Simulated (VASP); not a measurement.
Input of a VASP 6.6.1 run:

File INCAR:

```
SYSTEM = Zr12B
PREC = Accurate
ENCUT = 520
EDIFF = 1E-6
ISMEAR = 0
SIGMA = 0.1
LREAL = .FALSE.
LASPH = .TRUE.
NELM = 100
ALGO = Normal
ISIF = 2
LWAVE = .FALSE.
LCHARG = .FALSE.
GGA = PE
NBANDS = 86
```

Contents of KPOINTS:

```
regular mesh
0
G
  3 2 3
  0 0 0
```

The input POSCAR:

```
Zr12B
1.0
    6.4600000000      0.0000000000      0.0000000000
   -4.8450000000      8.3917860000      0.0000000000
    0.0000000000      0.0000000000      5.1453900000
Zr B
12 1
Direct
    0.0139267737     -0.0260604834     -0.0221487584
    0.1733735269      0.2039863743      0.4862712059
    0.0242080214      0.3187776714     -0.0071986769
    0.1812753879      0.5514553159      0.5211056888
   -0.0554621003      0.6012942894      0.0168922084
    0.1768803337      0.8731880198      0.4603404212
    0.5399613999      0.0386409997      0.0183307776
    0.6969327365      0.2594186744      0.5016016279
    0.4735760646      0.3359598302     -0.0077432420
    0.6615567587      0.5663683511      0.5122175384
    0.4938294198      0.6840398456      0.0300659425
    0.6768566208      0.9085293643      0.5228573539
    0.2823965794      0.7998548819      0.8386610150
```

Potentials or basis: VASP PAW PBE potentials, release 64 (Zr_sv, B).

Run with:

```bash
$ cat potpaw_PBE.64/Zr_sv/POTCAR potpaw_PBE.64/B/POTCAR > POTCAR
$ mpirun -np 1 vasp_std > vasp.out
```

**Question.** What does it give for the pressure?

**Answer.** 3.1 GPa.

**Question.** Predict the largest force.

**Answer.** 0.984 eV/Å.

Forces in eV/Å, atoms in the order of the input:
```
Zr   0.023 -0.004 -0.279
Zr  -0.132  0.076 -0.037
Zr  -0.043  0.004  0.024
Zr  -0.063  0.124  0.265
Zr   0.036  0.174  0.235
Zr  -0.136  0.192 -0.293
Zr   0.170 -0.244  0.138
Zr  -0.133  0.006  0.090
Zr   0.136 -0.176  0.062
Zr  -0.056 -0.001  0.222
Zr   0.044 -0.084  0.311
Zr  -0.144 -0.069  0.202
B    0.296  0.002 -0.939
```

Caveat: the k points lie up to 0.41 Å⁻¹ apart.
